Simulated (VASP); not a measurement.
# Au (Fm-3m) in VASP: single point with LDA

Aim: the single point of Au with LDA.

Everything below comes from runs of VASP 6.6.1. Logs are shortened: lines on timing, memory, paths and dates and some standing lists are left out, and cuts for length are marked.

### 1 The cell of the first run

The structure is cubic, space group Fm-3m (No. 225). The conventional cell has a = 4.044 Å, b = 4.044 Å, c = 4.044 Å, α = 90.00°, β = 90.00°, γ = 90.00°. Au (site symmetry m-3m) has 12 Au at 2.86 Å within 3.8 Å.

### 2 Single point, LDA

Contents of INCAR:

```
SYSTEM = Au
  PREC = Accurate
  ENCUT = 520
  EDIFF = 1E-6
  ISMEAR = -1
  SIGMA = 0.1
  LREAL = .FALSE.
  LASPH = .TRUE.
  NELM = 60
  ALGO = Normal
  ISIF = 2
  LWAVE = .FALSE.
  LCHARG = .FALSE.
  NBANDS = 30
```

Contents of KPOINTS:

```
regular mesh
0
G
  4 4 4
  0 0 0
```

Contents of POSCAR:

```
Au
1.0
    4.0444672730      0.0000000000      0.0000000000
    0.0000000000      4.0444672730      0.0000000000
    0.0000000000      0.0000000000      4.0444672730
Au
4
Direct
    0.0000000000      0.0000000000      0.0000000000
    0.0000000000      0.5000000000      0.5000000000
    0.5000000000      0.0000000000      0.5000000000
    0.5000000000      0.5000000000      0.0000000000
```

Potentials or basis: VASP PAW LDA potentials, release 64 (Au).

Launch:

```sh
cat potpaw_LDA.64/Au/POTCAR > POTCAR
mpirun -np 1 vasp_std > vasp.out
```

OUTCAR:

```text
SYSTEM = Au
   PREC = Accurate
   ENCUT = 520
   EDIFF = 1E-6
   ISMEAR = -1
   LREAL = .FALSE.
   LASPH = .TRUE.
   NELM = 60
   ISIF = 2

 ion  position               nearest neighbor table
   1  0.000  0.000  0.000-   2 2.86   3 2.86   4 2.86   2 2.86   3 2.86   2 2.86   4 2.86   2 2.86
                             3 2.86   4 2.86   3 2.86   4 2.86
   2  0.000  0.500  0.500-   1 2.86   3 2.86   4 2.86   1 2.86   4 2.86   1 2.86   3 2.86   1 2.86
                             3 2.86   4 2.86   4 2.86   3 2.86
   3  0.500  0.000  0.500-   1 2.86   2 2.86   4 2.86   1 2.86   4 2.86   2 2.86   4 2.86   4 2.86
                             1 2.86   2 2.86   1 2.86   2 2.86
   4  0.500  0.500  0.000-   1 2.86   2 2.86   3 2.86   2 2.86   3 2.86   1 2.86   3 2.86   3 2.86
                             1 2.86   2 2.86   2 2.86   1 2.86

  LATTYP: Found a simple cubic cell.
 ALAT       =     4.0444672730

  Lattice vectors:

 A1 = (   4.0444672730,   0.0000000000,   0.0000000000)
 A2 = (   0.0000000000,   4.0444672730,   0.0000000000)
 A3 = (   0.0000000000,   0.0000000000,   4.0444672730)

Analysis of symmetry for initial positions (statically):
=====================================================================
 Subroutine PRICEL returns following result:

  LATTYP: Found a face centered cubic cell.
 ALAT       =     4.0444672730

  Lattice vectors:

 A1 = (   2.0222336365,  -2.0222336365,   0.0000000000)
 A2 = (   2.0222336365,   0.0000000000,   2.0222336365)
 A3 = (   0.0000000000,  -2.0222336365,   2.0222336365)

   4 primitive cells build up your supercell.

 Routine SETGRP: Setting up the symmetry group for a
 simple cubic supercell.

 Subroutine GETGRP returns: Found 48 space group operations
 (whereof 48 operations were pure point group operations)
 out of a pool of 48 trial point group operations.

The static configuration has the point symmetry O_h .

Analysis of symmetry for dynamics (positions and initial velocities):
=====================================================================
 Subroutine PRICEL returns following result:

  LATTYP: Found a face centered cubic cell.
 ALAT       =     4.0444672730

  Lattice vectors:

 A1 = (   2.0222336365,  -2.0222336365,   0.0000000000)
 A2 = (   2.0222336365,   0.0000000000,   2.0222336365)
 A3 = (   0.0000000000,  -2.0222336365,   2.0222336365)

   4 primitive cells build up your supercell.

 Routine SETGRP: Setting up the symmetry group for a
 simple cubic supercell.

[... 85 lines left out ...]
   ENCUT  =  520.0 eV  38.22 Ry    6.18 a.u.   7.52  7.52  7.52*2*pi/ulx,y,z
   NELM   =     60;   NELMIN=  2; NELMDL= -5     # of ELM steps
   EDIFF  = 0.1E-05   stopping-criterion for ELM
   LREAL  =      F    real-space projection
   EDIFFG = 0.1E-04   stopping-criterion for IOM
   NSW    =      0    number of steps for IOM
   IBRION =     -1    ionic relax: 0-MD 1-quasi-New 2-CG
   NFREE  =      0    steps in history (QN), initial steepest desc. (CG)
   ISIF   =      2    stress and relaxation
   ISYM   =      2    0-nonsym 1-usesym 2-fastsym
   POTIM  = 0.5000    time-step for ionic-motion
   TEBEG  =    0.0;   TEEND  =   0.0 temperature during run
   PSTRESS=    0.0 pullay stress
   NELECT =      44.0000    total number of electrons
   NUPDOWN=      -1.0000    fix difference up-down
   EMIN   =  10.00;   EMAX   =-10.00  energy-range for DOS
   EFERMI =   0.00;   METHOD = LEGACY
   ISMEAR =    -1;   SIGMA  =   0.10  broadening in eV -4-tet -1-fermi 0-gaus
   EFERMI_NEDOS =   21; number of points for ismear=-14 and -15
   IALGO  =     38    algorithm
   IMIX   =      4    mixing-type and parameters
     AMIX     =   0.40;   BMIX     =  1.00
     AMIX_MAG =   1.60;   BMIX_MAG =  1.00
  volume/ion in A,a.u.               =      16.54       111.61
  Fermi-wavevector in a.u.,A,eV,Ry     =   1.428996  2.700411 27.783506  2.042030
  Thomas-Fermi vector in A             =   2.548998
   LORBIT       =      0    0 simple, 1 ext, 2 COOP (PROOUT), +10 PAW based schemes
   GGA     = CA    functional components
   LHFCALC =     F    Hartree Fock is set to
   AEXX    =    0.0000 exact exchange contribution
   IVDW    =     0    specifies the selected vdW correction
   LEPSILON=     F    determine dielectric tensor
   LRPA    =     F    only Hartree local field effects (RPA)
 non-spin polarized calculation
  energy-cutoff  :      520.00
  volume of cell :       66.16
 maximum number of plane-waves:      1800
   NGX = 15   NGY = 15   NGZ = 15

 number of electron      44.0000000 magnetization

 Free energy of the ion-electron system (eV)
  ---------------------------------------------------
  ext. energy  EPLUGINS =         0.00000000
  ---------------------------------------------------
  free energy    TOTEN  =       -17.73975222 eV

  energy without entropy =      -17.68749889  energy(sigma->0) =      -17.71362556

 E-fermi :   9.7414     XC(G=0): -13.1587

 val. band max:        9.5340296131   @ k =   0.5000   0.5000   0.0000
 cond. band min:       9.9328520840   @ k =   0.2500   0.2500   0.0000
 fundamental gap:      0.3988224709
 Fermi energy:         9.7413583849

 k-point     1 :       0.0000    0.0000    0.0000
  band No.  band energies     occupation
      1      -0.4365      2.00000
      2       2.4196      2.00000
      3       2.4196      2.00000
      4       2.4196      2.00000
      5       2.7432      2.00000
      6       2.7432      2.00000
[... 319 lines left out ...]
     29      23.7026      0.00000
     30      23.7026      0.00000

------------------------ aborting loop because EDIFF is reached ----------------------------------------

  FORCE on cell =-STRESS in cart. coord.  units (eV):
  Direction    XX          YY          ZZ          XY          YZ          ZX
  --------------------------------------------------------------------------------------
  -------------------------------------------------------------------------------------
  Total        0.3753730      0.3753730      0.3753730      0.0000000      0.0000000      0.0000000
  in kB        9.0905387      9.0905387      9.0905387      0.0000000      0.0000000      0.0000000
  external PRESSURE =       9.0905387 kB  Pullay stress =       0.0000000 kB

 VOLUME and BASIS-vectors are now :
 -----------------------------------------------------------------------------
  energy-cutoff  :      520.00
  volume of cell :       66.16
      direct lattice vectors                 reciprocal lattice vectors
     4.044467273  0.000000000  0.000000000     0.247251352  0.000000000  0.000000000
     0.000000000  4.044467273  0.000000000     0.000000000  0.247251352  0.000000000
     0.000000000  0.000000000  4.044467273     0.000000000  0.000000000  0.247251352

 POSITION                                       TOTAL-FORCE (eV/Angst)
 -----------------------------------------------------------------------------------
      0.00000      0.00000      0.00000        -0.000000      0.000000      0.000000
      0.00000      2.02223      2.02223        -0.000000      0.000000     -0.000000
      2.02223      0.00000      2.02223         0.000000     -0.000000      0.000000
      2.02223      2.02223      0.00000         0.000000     -0.000000     -0.000000
 -----------------------------------------------------------------------------------
    total drift:                                0.000000      0.000000     -0.000000

  FREE ENERGIE OF THE ION-ELECTRON SYSTEM (eV)
  ---------------------------------------------------
  free  energy   TOTEN  =       -17.7397522243 eV

  energy  without entropy=      -17.6874988934  energy(sigma->0) =      -17.71362556
```

OSZICAR:

```text
N       E                     dE             d eps       ncg     rms          rms(c)
DAV:   1     0.292894735044E+03    0.29289E+03   -0.22823E+04   608   0.143E+03
DAV:   2    -0.110066168311E+02   -0.30390E+03   -0.28943E+03   660   0.323E+02
DAV:   3    -0.190117658037E+02   -0.80051E+01   -0.79040E+01   684   0.523E+01
DAV:   4    -0.190613165586E+02   -0.49551E-01   -0.49539E-01   624   0.440E+00
DAV:   5    -0.190617414757E+02   -0.42492E-03   -0.42491E-03   678   0.440E-01    0.213E+01
DAV:   6    -0.178554484757E+02    0.12063E+01   -0.25938E+00   618   0.114E+01    0.130E+01
DAV:   7    -0.177530043372E+02    0.10244E+00   -0.30598E-01   642   0.376E+00    0.500E+00
DAV:   8    -0.177397689874E+02    0.13235E-01   -0.25738E-02   630   0.115E+00    0.587E-01
DAV:   9    -0.177397445916E+02    0.24396E-04   -0.92865E-05   660   0.697E-02    0.168E-02
DAV:  10    -0.177397522238E+02   -0.76322E-05   -0.26812E-06   580   0.118E-02    0.383E-03
DAV:  11    -0.177397522243E+02   -0.54160E-09   -0.44455E-07   342   0.444E-03
   1 F= -.17739752E+02 E0= -.17713626E+02  d E =-.522533E-01
```

It took 24 s on 1 thread of Intel Xeon 8259CL, shared host; peak memory 0.15 GiB.

What came out:

```yaml
Free_energy: -17.7398 eV
Pressure: 0.9 GPa
Band_gap_on_the_k_mesh: zero (bands 22 and 23 overlap by 2.20 eV)
```

Levels at points of the mesh, in eV from the Fermi level:
```tsv
k point	band 19	band 20	band 21	band 22	band 23	band 24	band 25	band 26
(0.00, 0.00, 0.00)	-1.59	-1.59	-1.59	0.93	0.93	0.93	6.05	6.05
(0.50, 0.00, 0.00)	-2.62	-2.62	-1.59	-1.59	4.89	4.89	6.42	6.42
(0.50, 0.50, 0.00)	-3.23	-3.23	-0.21	-0.21	-0.21	-0.21	8.71	8.71
(0.50, 0.50, 0.50)	-1.93	-1.93	-1.09	-1.09	-1.09	-1.09	3.27	3.27
```

Caveat: the k points lie up to 0.39 Å⁻¹ apart, too coarse for converged energies and pressures of a metal; spin-orbit coupling is left out, which moves the levels of the heavy elements.
